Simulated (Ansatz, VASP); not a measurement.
**Two plane-wave programs on Sr3Pt**

Contents of INCAR:

```
SYSTEM = Sr3Pt
ALGO = Normal
EDIFF = 1E-7
EDIFFG = -0.04
ENCUT = 600
GGA = PE
IBRION = 2
ISIF = 3
ISMEAR = 0
LASPH = .TRUE.
LCHARG = .FALSE.
LREAL = .FALSE.
LWAVE = .FALSE.
NELM = 60
NSW = 90
PREC = Accurate
SIGMA = 0.1
```

KPOINTS

```
k-points
0
G
  6 6 6
  0 0 0
```

Contents of POSCAR:

```
Sr3Pt
1.0
   -2.3329128464      2.3329128464      5.2111819427
    2.3329128464     -2.3329128464      5.2111819427
    2.3329128464      2.3329128464     -5.2111819427
Sr Pt
3 1
Direct
    0.5000000000      0.5000000000      0.0000000000
    0.2500000000      0.7500000000      0.5000000000
    0.7500000000      0.2500000000      0.5000000000
    0.0000000000      0.0000000000      0.0000000000
```

Input for Ansatz:

```yaml
crystal:
  lattice:
    - [-2.3329128464, 2.3329128464, 5.2111819427]
    - [2.3329128464, -2.3329128464, 5.2111819427]
    - [2.3329128464, 2.3329128464, -5.2111819427]
  atoms:
    - { symbol: Sr, position: [0.5, 0.5, 0.0] }
    - { symbol: Sr, position: [0.25, 0.75, 0.5] }
    - { symbol: Sr, position: [0.75, 0.25, 0.5] }
    - { symbol: Pt, position: [0.0, 0.0, 0.0] }
basis:
  ecutwfc: 420
kpoints:
  mp_grid: { grid: [6, 6, 6] }
hamiltonian:
  xc: pbe
scf:
  occupations: { method: gaussian, width: 0.1 }
  lower_state_search: "off"
output:
  forces: true
  stress: true
  eigenvalues: true
relax:
  adjacent_minimum: "off"
  f_tol: 0.04
  max_steps: 70
  cell: { stress_tol: 0.4 }
```

Alike in both runs: task relaxation of cell and atoms; functional PBE; k mesh 6 × 6 × 6; occupations gaussian, width 0.1 eV; no spin polarisation.

|  | VASP | Ansatz |
| --- | --- | --- |
| version | VASP 6.6.1 | Ansatz 0.2.0 |
| potentials or method | VASP PAW PBE potentials, release 64 (Sr_sv, Pt), cutoff 600 eV | scalar-relativistic, plane waves, PAW |
| valence electrons in the cell | 40 | 48 |

Ansatz gave:

```
gap on the k mesh at the Fermi level, each at its own relaxed structure (eV) : none
relaxed volume (Å³/atom)                                                     : 33.95
relaxed cell length with the largest relative difference (Å)                 : 6.551
```

Problem. Which values does VASP return?

Solution. gap on the k mesh at the Fermi level, each at its own relaxed structure (eV): none; relaxed volume (Å³/atom): 34.62; relaxed cell length with the largest relative difference (Å): 6.604.

A gap of «none» marks a metal or a gap that the smearing closes. VASP's potentials hold 40 valence electrons a cell and Ansatz's 48, so a difference there can come from the potentials and not from the codes.

Neither program's run includes spin-orbit coupling. Noted on VASP's run: the volume moved by over 15 % at a fixed basis, so the end points are rough.
